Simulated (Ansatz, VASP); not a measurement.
**One calculation of Mn, two programs**

POSCAR

```
Mn
1.0
    2.1976542022      0.0000000000      0.0000000000
    0.0000000000      2.1976542022      0.0000000000
    0.0000000000      0.0000000000      2.1976542022
Mn
1
Direct
    0.0000000000      0.0000000000      0.0000000000
```

Contents of INCAR.step1:

```
SYSTEM = Mn
ALGO     = Normal         ! electronic algorithm
EDIFF    = 1E-4           ! SCF threshold, eV
ENCUT    = 520            ! plane-wave cutoff, eV
GGA      = PE             ! functional
ISMEAR   = -1             ! smearing method
LASPH    = .TRUE.         ! aspherical terms in the spheres
LCHARG   = .FALSE.        ! write CHGCAR
LREAL    = .FALSE.        ! projectors in reciprocal space
LWAVE    = .TRUE.         ! write WAVECAR
NBANDS   = 12             ! bands
NELM     = 80             ! most SCF steps
PREC     = Accurate       ! precision mode
SIGMA    = 0.1            ! smearing width, eV
```

INCAR.step2

```
SYSTEM = Mn
ALGO     = Normal         ! electronic algorithm
EDIFF    = 1E-7           ! SCF threshold, eV
ENCUT    = 520            ! plane-wave cutoff, eV
ISIF     = 2              ! what is computed and relaxed
ISMEAR   = -1             ! smearing method
ISTART   = 1            
LASPH    = .TRUE.         ! aspherical terms in the spheres
LCHARG   = .FALSE.        ! write CHGCAR
LMIXTAU  = .TRUE.       
LREAL    = .FALSE.        ! projectors in reciprocal space
LWAVE    = .FALSE.        ! write WAVECAR
METAGGA  = R2SCAN         ! meta-GGA
NBANDS   = 12             ! bands
NELM     = 80             ! most SCF steps
PREC     = Accurate       ! precision mode
SIGMA    = 0.1            ! smearing width, eV
```

The input KPOINTS:

```
k-points
0
G
  16 16 16
  0 0 0
```

Input for Ansatz:

```yaml
crystal:
  lattice:
    - [2.1976542022, 0.0, 0.0]
    - [0.0, 2.1976542022, 0.0]
    - [0.0, 0.0, 2.1976542022]
  atoms:
    - { symbol: Mn, position: [0.0, 0.0, 0.0] }
hamiltonian:
  xc: r2scan
  pseudopotentials:
    kind: paw
    azcp:
      Mn: "pseudopotentials/Mn.paw.azcp"
basis:
  ecutwfc: 500
  fft_grid_basis: typed
kpoints:
  mp_grid: { grid: [16, 16, 16], shift: [0, 0, 0] }
magnetization:
  spin_polarized: false
scf:
  occupations: { method: fermi_dirac, width: 0.1 }
  lower_state_search: "off"
output:
  stress: true
  write_density: true
  write_potential: true
  elf: true
  volumetric_format: npy
```

Alike in both runs: task single point; functional r2SCAN; k mesh 16 × 16 × 16; occupations fermi-dirac, width 0.1 eV; no spin polarisation.

|  | VASP | Ansatz |
| --- | --- | --- |
| version | VASP 6.6.1 | Ansatz 0.2.0 |
| potentials or method | VASP PAW PBE potentials, release 64 (Mn_pv), cutoff 520 eV | plane waves (500 eV) with PAW, scalar-relativistic |
| valence electrons in the cell | 13 | 15 |

|  | VASP | Ansatz | Ansatz less VASP |
| --- | --- | --- | --- |
| pressure (GPa) | 24.2 | 23.0 | -1.20 |

VASP's potentials were made for PBE, not for r2SCAN. The functional is the same, so the differences come from potentials, cutoffs and numerics. VASP's potentials hold 13 valence electrons a cell and Ansatz's 15, so a difference there can come from the potentials and not from the codes.
